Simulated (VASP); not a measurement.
Write the native input for VASP 6.6.1 that does the following.

* Task: single point
* Functional: PBE
* Potentials or basis: VASP PAW PBE potentials, release 64 (Au)
* Cutoff: 520 eV
* k mesh: 10 × 10 × 10
* Occupations: fermi-dirac, width 0.05 eV
* Spin: no spin polarisation
* Dipole correction: no
* Further INCAR settings: ALGO = Normal; EDIFF = 1e-07; NBANDS = 12

The structure of Au lies in POSCAR:

```
Au
1.0
    2.7112647709      0.0000000000      0.0000000000
    0.0000000000      2.7112647709      0.0000000000
    0.0000000000      0.0000000000      2.7112647709
Au
1
Direct
    0.5000000000      0.5000000000      0.5000000000
```

These files were run (other wordings do the same):

INCAR

```
SYSTEM = Au
PREC = Accurate ; ENCUT = 520
EDIFF = 1E-7 ; ISMEAR = -1
SIGMA = 0.05 ; LREAL = .FALSE.
LASPH = .TRUE. ; NELM = 60
ALGO = Normal ; ISIF = 2
LWAVE = .FALSE. ; LCHARG = .TRUE.
GGA = PE ; LELF = .TRUE.
LVHAR = .TRUE. ; NBANDS = 12
```

KPOINTS

```
regular mesh
0
G
  10 10 10
  0 0 0
```

Potentials or basis: VASP PAW PBE potentials, release 64 (Au).

Run with:

```bash
$ cat potpaw_PBE.64/Au/POTCAR > POTCAR
$ mpirun -np 1 vasp_std > vasp.out
```

Results of the run:

```yaml
Pressure: 4.8 GPa
```

Wall time 5.8 s on 1 thread of Intel(R) Xeon(R) Platinum 8375C CPU @ 2.90GHz (Ice Lake), on a shared host, peak memory 0.13 GiB.
